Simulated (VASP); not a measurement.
Write the native input for VASP 6.6.1 that does the following.

- Task: single point
- Functional: LDA
- Potentials or basis: VASP PAW LDA potentials, release 64 (Ta_pv)
- Cutoff: 520 eV
- k mesh: 20 × 20 × 20
- Occupations: fermi-dirac, width 0.15 eV
- Spin: no spin polarisation
- Dipole correction: no
- Further INCAR settings: ALGO = Fast; EDIFF = 1e-06; NBANDS = 12

The structure of Ta lies in POSCAR:

```
Ta
1.0
   -1.6385877298      1.6385877298      1.6385877298
    1.6385877298     -1.6385877298      1.6385877298
    1.6385877298      1.6385877298     -1.6385877298
Ta
1
Direct
    0.0000000000      0.0000000000      0.0000000000
```

This cell differs from its parent crystal: volume scaled by 1.02.

The input as run:

INCAR

```
SYSTEM = Ta
ALGO = Fast
EDIFF = 1E-6
ENCUT = 520
GGA = CA
ISIF = 2
ISMEAR = -1
LASPH = .TRUE.
LCHARG = .FALSE.
LREAL = .FALSE.
LWAVE = .FALSE.
NBANDS = 12
NELM = 80
PREC = Accurate
SIGMA = 0.15
```

KPOINTS

```
k-points
0
G
  20 20 20
  0 0 0
```

Potentials or basis: VASP PAW LDA potentials, release 64 (Ta_pv).

Run with:

```console
$ cat potpaw_LDA.64/Ta_pv/POTCAR > POTCAR
$ mpirun -np 1 vasp_std > vasp.out
```

Results of the run:

```json
{
  "Pressure": "-3.3 GPa"
}
```

Wall time 33 s on 1 thread of Intel Xeon 6975P-C (shared host), peak memory 0.17 GiB.
